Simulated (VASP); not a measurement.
Write the native input for VASP 6.6.1 that does the following.

```yaml
Task: single point
Functional: RPBE
Potentials_or_basis: VASP PAW PBE potentials, release 64 (Mg_sv, O)
Cutoff: 840 eV
k_mesh: 8 × 8 × 8
Occupations: gaussian, width 0.01 eV
Spin: no spin polarisation
Dipole_correction: no
Further_INCAR_settings: ALGO = Normal; EDIFF = 1e-06; NBANDS = 15
```

The structure of MgO lies in POSCAR:

```
MgO
1.0
    2.9818690000      0.0000000000      0.0000000000
    1.4909345000      2.5823743048      0.0000000000
    1.4909345000      0.8607914349      2.4346858433
Mg O
1 1
Direct
    0.0000000000      0.0000000000      0.0000000000
    0.5000000000      0.5000000000      0.5000000000
```

The input as run:

INCAR

```
SYSTEM = MgO
PREC = Accurate ; ENCUT = 840
EDIFF = 1E-6 ; ISMEAR = 0
SIGMA = 0.01 ; LREAL = .False.
LASPH = .True. ; NELM = 120
ALGO = Normal ; ISIF = 2
LWAVE = .False. ; LCHARG = .False.
GGA = RP ; NBANDS = 15
GGA_COMPAT = .False.
```

KPOINTS

```
Automatic mesh
0
Gamma
  8 8 8
  0 0 0
```

Potentials or basis: VASP PAW PBE potentials, release 64 (Mg_sv, O).

Launch:

```bash
$ cat potpaw_PBE.64/Mg_sv/POTCAR potpaw_PBE.64/O/POTCAR > POTCAR
$ mpirun -np 1 vasp_std > vasp.out
```

It gave:

```
Pressure               : 9.0 GPa
Band gap on the k mesh : 4.81 eV
```

Caveat: the cell stands under pressure; the PAW data sets were made with another functional, which shifts forces and pressure a little.

It took 11 s on 1 thread of AMD EPYC 7R13 Processor (Zen 3), on a shared host, peak memory 0.13 GiB.
